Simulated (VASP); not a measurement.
# WS (Pm-3m) in VASP: further runs

The runs below take WS through density of states, with PBEsol, RPBE, BLYP.

All numbers are computed with VASP 6.6.1; they aren't measurements. Logs are shortened: lines on timing, memory, paths and dates and some standing lists are left out, and cuts for length are marked.

## (1) The cell of the first run

The structure is cubic, space group Pm-3m (No. 221). Conventional cell: a = 3.008 Å, b = 3.008 Å, c = 3.008 Å, α = 90.00°, β = 90.00°, γ = 90.00°. Within 3.4 Å of W (site symmetry m-3m) lie 8 S at 2.60 Å and 6 W at 3.01 Å. Within 3.4 Å of S (site symmetry m-3m) lie 8 W at 2.60 Å and 6 S at 3.01 Å.

## (2) Density of states, PBEsol

POSCAR reads:

```
WS
1.0
    3.0078900000      0.0000000000      0.0000000000
    0.0000000000      3.0078900000      0.0000000000
    0.0000000000      0.0000000000      3.0078900000
W S
1 1
Direct
    0.5000000000      0.5000000000      0.5000000000
    0.0000000000      0.0000000000      0.0000000000
```

INCAR.step1 reads:

```
PREC     = Accurate       # precision mode
ENCUT    = 520            # plane-wave cutoff, eV
EDIFF    = 1E-7           # SCF threshold, eV
ISMEAR   = -1             # smearing method
SIGMA    = 0.05           # smearing width, eV
LREAL    = F              # projectors in reciprocal space
LASPH    = T              # aspherical terms in the spheres
NELM     = 80             # most SCF steps
ALGO     = Normal         # electronic algorithm
ISIF     = 2              # what is computed and relaxed
LWAVE    = F              # write WAVECAR
LCHARG   = T              # write CHGCAR
LMAXMIX  = 4              # l up to which the mixer works
GGA      = PS             # functional
NBANDS   = 17             # bands
```

KPOINTS.step1 reads:

```
regular mesh
0
Gamma
  5 5 5
```

INCAR.step2 reads:

```
PREC     = Accurate       # precision mode
ENCUT    = 520            # plane-wave cutoff, eV
EDIFF    = 1E-7           # SCF threshold, eV
ISMEAR   = -5             # smearing method
SIGMA    = 0.05           # smearing width, eV
LREAL    = F              # projectors in reciprocal space
LASPH    = T              # aspherical terms in the spheres
NELM     = 80             # most SCF steps
ALGO     = Normal         # electronic algorithm
ISIF     = 2              # what is computed and relaxed
LWAVE    = F              # write WAVECAR
LCHARG   = F              # write CHGCAR
LMAXMIX  = 4              # l up to which the mixer works
GGA      = PS             # functional
LORBIT   = 10             # projections on sites
NBANDS   = 17             # bands
NEDOS    = 2001           # points of the DOS
ICHARG   = 11             # starting density
```

KPOINTS.step2 reads:

```
regular mesh
0
Gamma
  8 8 8
```

Potentials or basis: VASP PAW PBE potentials, release 64 (W_sv, S).

Launch:

```sh
> cat potpaw_PBE.64/W_sv/POTCAR potpaw_PBE.64/S/POTCAR > POTCAR
> cp INCAR.step1 INCAR
> cp KPOINTS.step1 KPOINTS
> mpirun -np 1 vasp_std > vasp.out
> cp INCAR.step2 INCAR
> cp KPOINTS.step2 KPOINTS
> mpirun -np 1 vasp_std > vasp.out
```

OUTCAR:

```text
PREC = Accurate
   ENCUT = 520
   EDIFF = 1E-7
   ISMEAR = -5
   LREAL = F
   LASPH = T
   NELM = 80
   ISIF = 2
   GGA = PS
   LORBIT = 10
   ICHARG = 11

 ion  position               nearest neighbor table
   1  0.500  0.500  0.500-   2 2.60   2 2.60   2 2.60   2 2.60   2 2.60   2 2.60   2 2.60   2 2.60

   2  0.000  0.000  0.000-   1 2.60   1 2.60   1 2.60   1 2.60   1 2.60   1 2.60   1 2.60   1 2.60

  LATTYP: Found a simple cubic cell.
 ALAT       =     3.0078900000

  Lattice vectors:

 A1 = (   3.0078900000,   0.0000000000,   0.0000000000)
 A2 = (   0.0000000000,   3.0078900000,   0.0000000000)
 A3 = (   0.0000000000,   0.0000000000,   3.0078900000)

Analysis of symmetry for initial positions (statically):
=====================================================================
 Subroutine PRICEL returns:
 Original cell was already a primitive cell.

 Routine SETGRP: Setting up the symmetry group for a
 simple cubic supercell.

 Subroutine GETGRP returns: Found 48 space group operations
 (whereof 48 operations were pure point group operations)
 out of a pool of 48 trial point group operations.

The static configuration has the point symmetry O_h .

Analysis of symmetry for dynamics (positions and initial velocities):
=====================================================================
 Subroutine PRICEL returns:
 Original cell was already a primitive cell.

 Routine SETGRP: Setting up the symmetry group for a
 simple cubic supercell.

 Subroutine GETGRP returns: Found 48 space group operations
 (whereof 48 operations were pure point group operations)
 out of a pool of 48 trial point group operations.

The dynamic configuration has the point symmetry O_h .

 Subroutine INISYM returns: Found 48 space group operations
 (whereof 48 operations are pure point group operations),
 and found     1 'primitive' translations

----------------------------------------------------------------------------------------

                                     Primitive cell

  volume of cell :      27.2136

  direct lattice vectors                    reciprocal lattice vectors
     3.007890000  0.000000000  0.000000000     0.332458966  0.000000000  0.000000000
     0.000000000  3.007890000  0.000000000     0.000000000  0.332458966  0.000000000
     0.000000000  0.000000000  3.007890000     0.000000000  0.000000000  0.332458966

  length of vectors
     3.007890000  3.007890000  3.007890000     0.332458966  0.332458966  0.332458966

  position of ions in fractional coordinates (direct lattice)
     0.500000000  0.500000000  0.500000000
     0.000000000  0.000000000  0.000000000

  ion indices of the primitive-cell ions
   primitive index   ion index
                 1           1
                 2           2

----------------------------------------------------------------------------------------

 KPOINTS: regular mesh

Automatic generation of k-mesh.
 Grid dimensions read from file:
 generate k-points for:    8    8    8

 Generating k-lattice:

  Cartesian coordinates                     Fractional coordinates (reciprocal lattice)
     0.041557371  0.000000000  0.000000000     0.125000000  0.000000000  0.000000000
     0.000000000  0.041557371  0.000000000     0.000000000  0.125000000  0.000000000
     0.000000000  0.000000000  0.041557371     0.000000000  0.000000000  0.125000000

  Length of vectors
     0.041557371  0.041557371  0.041557371

  Shift w.r.t. Gamma in fractional coordinates (k-lattice)
     0.000000000  0.000000000  0.000000000

 TETIRR: Found    250 inequivalent tetrahedra from     3072

 Subroutine IBZKPT returns following result:
 ===========================================

 Found     35 irreducible k-points:

 Following reciprocal coordinates:
            Coordinates               Weight
  0.000000  0.000000  0.000000      1.000000
  0.125000  0.000000  0.000000      6.000000
  0.250000  0.000000  0.000000      6.000000
  0.375000  0.000000  0.000000      6.000000
  0.500000  0.000000  0.000000      3.000000
  0.125000  0.125000  0.000000     12.000000
[... 16 lines left out ...]
  0.375000  0.375000  0.125000     24.000000
  0.500000  0.375000  0.125000     24.000000
 [... further k-points ...]
   k-points           NKPTS =     35   k-points in BZ     NKDIM =     35   number of bands    NBANDS=     17
   number of dos      NEDOS =   2001   number of ions     NIONS =      2
   total plane-waves  NPLWV =  13824
   dimension x,y,z NGX =    24 NGY =   24 NGZ =   24
   dimension x,y,z NGXF=    48 NGYF=   48 NGZF=   48
   ions per type =               1   1
   NGX,Y,Z   is equivalent  to a cutoff of  13.26, 13.26, 13.26 a.u.
   NGXF,Y,Z  is equivalent  to a cutoff of  26.53, 26.53, 26.53 a.u.
 SYSTEM =  unknown system
   PREC   = accura    normal or accurate (medium, high low for compatibility)
   ISTART =      0    job   : 0-new  1-cont  2-samecut
   ICHARG =     11    charge: 1-file 2-atom 10-const
   ISPIN  =      1    spin polarized calculation?
   LNONCOLLINEAR =      F non collinear calculations
   LSORBIT =      F    spin-orbit coupling
   LASPH  =      T    aspherical Exc in radial PAW
   ENCUT  =  520.0 eV  38.22 Ry    6.18 a.u.   5.59  5.59  5.59*2*pi/ulx,y,z
   NELM   =     80;   NELMIN=  2; NELMDL=  0     # of ELM steps
   EDIFF  = 0.1E-06   stopping-criterion for ELM
   LREAL  =      F    real-space projection
   EDIFFG = 0.1E-05   stopping-criterion for IOM
   NSW    =      0    number of steps for IOM
   IBRION =     -1    ionic relax: 0-MD 1-quasi-New 2-CG
   NFREE  =      0    steps in history (QN), initial steepest desc. (CG)
   ISIF   =      2    stress and relaxation
   ISYM   =      2    0-nonsym 1-usesym 2-fastsym
   POTIM  = 0.5000    time-step for ionic-motion
   TEBEG  =    0.0;   TEEND  =   0.0 temperature during run
   PSTRESS=    0.0 pullay stress
   NELECT =      20.0000    total number of electrons
   NUPDOWN=      -1.0000    fix difference up-down
   EMIN   =  10.00;   EMAX   =-10.00  energy-range for DOS
   EFERMI =   0.00;   METHOD = LEGACY
   ISMEAR =    -5;   SIGMA  =   0.05  broadening in eV -4-tet -1-fermi 0-gaus
   EFERMI_NEDOS =   21; number of points for ismear=-14 and -15
   IALGO  =     38    algorithm
   IMIX   =      4    mixing-type and parameters
     AMIX     =   0.40;   BMIX     =  1.00
     AMIX_MAG =   1.60;   BMIX_MAG =  1.00
  volume/ion in A,a.u.               =      13.61        91.82
  Fermi-wavevector in a.u.,A,eV,Ry     =   1.477371  2.791826 29.696414  2.182625
  Thomas-Fermi vector in A             =   2.591783
   LORBIT       =     10    0 simple, 1 ext, 2 COOP (PROOUT), +10 PAW based schemes
   GGA     = PS    functional components
   LHFCALC =     F    Hartree Fock is set to
   AEXX    =    0.0000 exact exchange contribution
   IVDW    =     0    specifies the selected vdW correction
   LEPSILON=     F    determine dielectric tensor
   LRPA    =     F    only Hartree local field effects (RPA)
 non-spin polarized calculation
 Fermi weights with tetrahedron method with Bloechl corrections
  energy-cutoff  :      520.00
  volume of cell :       27.21
 maximum number of plane-waves:       756
 NGX is ok and might be reduce to    24

 number of electron      19.9999996 magnetization

 Free energy of the ion-electron system (eV)
  ---------------------------------------------------
  ext. energy  EPLUGINS =         0.00000000
  ---------------------------------------------------
  free energy    TOTEN  =       -18.07784088 eV

  energy without entropy =      -18.07784088  energy(sigma->0) =      -18.07784088

 E-fermi :  12.5435     XC(G=0): -13.3685

 val. band max:       12.7600887638   @ k =   0.5000   0.5000   0.3750
 cond. band min:      12.5897317672   @ k =   0.5000   0.3750   0.2500
 fundamental gap:     -0.1703569966
 Fermi energy:        12.5434909114

 k-point     1 :       0.0000    0.0000    0.0000
  band No.  band energies     occupation
      1     -61.8977      2.00000
      2     -25.9820      2.00000
      3     -25.9820      2.00000
      4     -25.9820      2.00000
      5      -5.0776      2.00000
      6       7.9163      2.00000
[... 9 lines left out ...]
     16      22.1130      0.00000
     17      29.5825      0.00000

 k-point     2 :       0.1250    0.0000    0.0000
  band No.  band energies     occupation
      1     -61.8950      2.00000
      2     -26.0450      2.00000
      3     -25.9763      2.00000
      4     -25.9763      2.00000
      5      -4.8271      2.00000
      6       6.9314      2.00000
[... 9 lines left out ...]
     16      22.6736      0.00000
     17      26.9327      0.00000

 k-point     3 :       0.2500    0.0000    0.0000
  band No.  band energies     occupation
      1     -61.8884      2.00000
      2     -26.1943      2.00000
      3     -25.9625      2.00000
      4     -25.9625      2.00000
      5      -4.1359      2.00000
      6       4.8731      2.00000
[... 9 lines left out ...]
     16      24.0760      0.00000
     17      24.0815      0.00000

 k-point     4 :       0.3750    0.0000    0.0000
  band No.  band energies     occupation
      1     -61.8818      2.00000
      2     -26.3400      2.00000
      3     -25.9487      2.00000
      4     -25.9487      2.00000
      5      -3.2247      2.00000
      6       2.9703      2.00000
[... 9 lines left out ...]
     16      21.7444      0.00000
     17      21.7444      0.00000
[... 343 lines left out ...]
      1     -61.8674      2.00000
      2     -26.3577      2.00000
      3     -26.1345      2.00000
      4     -25.9820      2.00000
      5      -2.4788      2.00000
      6       3.5362      2.00000
[... 9 lines left out ...]
     16      21.7921      0.00000
     17      22.2797      0.00000

 k-point    23 :       0.3750    0.3750    0.1250
  band No.  band energies     occupation
      1     -61.8636      2.00000
      2     -26.2827      2.00000
      3     -26.2752      2.00000
      4     -25.9740      2.00000
      5      -2.4638      2.00000
      6       4.5733      2.00000
[... 9 lines left out ...]
     16      23.5200      0.00000
     17      23.8896      0.00000

 k-point    24 :       0.5000    0.3750    0.1250
  band No.  band energies     occupation
      1     -61.8610      2.00000
      2     -26.3348      2.00000
      3     -26.2700      2.00000
      4     -25.9682      2.00000
      5      -2.3370      2.00000
      6       4.5324      2.00000
[... 9 lines left out ...]
     16      23.2402      0.00000
     17      24.0178      0.00000

 [... further k-points ...]

------------------------ aborting loop because EDIFF is reached ----------------------------------------

  FORCE on cell =-STRESS in cart. coord.  units (eV):
  Direction    XX          YY          ZZ          XY          YZ          ZX
  --------------------------------------------------------------------------------------
  -------------------------------------------------------------------------------------
  Total       -1.2436418     -1.2436418     -1.2436418     -0.0000000      0.0000000     -0.0000000
  in kB      -73.2183679    -73.2183679    -73.2183679     -0.0000000      0.0000000     -0.0000000
  external PRESSURE =     -73.2183679 kB  Pullay stress =       0.0000000 kB

 VOLUME and BASIS-vectors are now :
 -----------------------------------------------------------------------------
  energy-cutoff  :      520.00
  volume of cell :       27.21
      direct lattice vectors                 reciprocal lattice vectors
     3.007890000  0.000000000  0.000000000     0.332458966  0.000000000  0.000000000
     0.000000000  3.007890000  0.000000000     0.000000000  0.332458966  0.000000000
     0.000000000  0.000000000  3.007890000     0.000000000  0.000000000  0.332458966

 POSITION                                       TOTAL-FORCE (eV/Angst)
 -----------------------------------------------------------------------------------
      1.50395      1.50395      1.50395         0.000000      0.000000      0.000000
      0.00000      0.00000      0.00000         0.000000      0.000000      0.000000
 -----------------------------------------------------------------------------------
    total drift:                                0.000000     -0.000000     -0.000000

  FREE ENERGIE OF THE ION-ELECTRON SYSTEM (eV)
  ---------------------------------------------------
  free  energy   TOTEN  =       -18.0778408833 eV

  energy  without entropy=      -18.0778408833  energy(sigma->0) =      -18.07784088

 total charge

# of ion       s       p       d       tot
------------------------------------------
    1        2.302   6.249   3.492  12.043
    2        1.310   2.273   0.000   3.583
--------------------------------------------------
tot          3.612   8.522   3.492  15.625
```

It took 17 s on 1 thread of Intel Xeon 8259CL, shared host; peak memory 0.14 GiB.

Results:

| Quantity | Value |
| --- | --- |
| Valence electrons inside the program's atomic spheres | W 12.04; S 3.58 |

Caveat: the k points lie up to 0.42 Å⁻¹ apart; the PAW data sets were made with another functional, which shifts forces and pressure a little; spin-orbit coupling is left out, which moves the levels of the heavy elements; tetrahedron occupations give inexact forces and stress in metals.

(Part 1 of 2 ends here.)
